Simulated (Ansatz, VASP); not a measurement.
One calculation of BAs, two programs

The input INCAR:

```
SYSTEM = BAs
PREC = Accurate
ENCUT = 520
EDIFF = 1E-6
ISMEAR = -1
SIGMA = 0.05
LREAL = .FALSE.
LASPH = .TRUE.
NELM = 60
ALGO = Normal
ISIF = 2
LWAVE = .FALSE.
LCHARG = .FALSE.
GGA = PE
NBANDS = 11
```

Contents of KPOINTS:

```
regular mesh
0
G
  15 15 15
  0 0 0
```

The input POSCAR:

```
BAs
1.0
    2.5320528766      0.0000000000      0.0000000000
    0.0000000000      2.5320528766      0.0000000000
    0.0000000000      0.0000000000      2.5320528766
B As
1 1
Direct
    0.0000000000      0.0000000000      0.0000000000
    0.5000000000      0.5000000000      0.5000000000
```

Input for Ansatz:

```yaml
crystal:
  lattice:
    - [2.5320528766, 0.0, 0.0]
    - [0.0, 2.5320528766, 0.0]
    - [0.0, 0.0, 2.5320528766]
  atoms:
    - { symbol: B, position: [0.0, 0.0, 0.0] }
    - { symbol: As, position: [0.5, 0.5, 0.5] }
kpoints:
  mp_grid: { grid: [15, 15, 15] }
scf:
  occupations: { method: fermi_dirac, width: 0.05 }
hamiltonian:
  xc: pbe
  pseudopotentials: { kind: all_electron, lapw: { basis_error: 0.001 } }
output:
  forces: true
  stress: true
  eigenvalues: true
  populations: true
```

Change from the starting cell: volume scaled by 0.64, LAPW.

Alike in both runs: task single point; functional PBE; k mesh 15 × 15 × 15; occupations fermi-dirac, width 0.05 eV; no spin polarisation.

|  | VASP | Ansatz |
| --- | --- | --- |
| version | VASP 6.6.1 | Ansatz 0.2.0 |
| potentials or method | VASP PAW PBE potentials, release 64 (B, As), cutoff 520 eV | all-electron LAPW, scalar-relativistic |

VASP gave:

- pressure (GPa): 125.3

Problem. Estimate Ansatz's values.

Solution. Pressure (GPa): 122.0.

Both programs put the cell under a high pressure, so it lies far from rest at this level. Ansatz ran all-electron here, and VASP with PAW potentials.

Noted on VASP's run: the cell as given lies far from equilibrium.
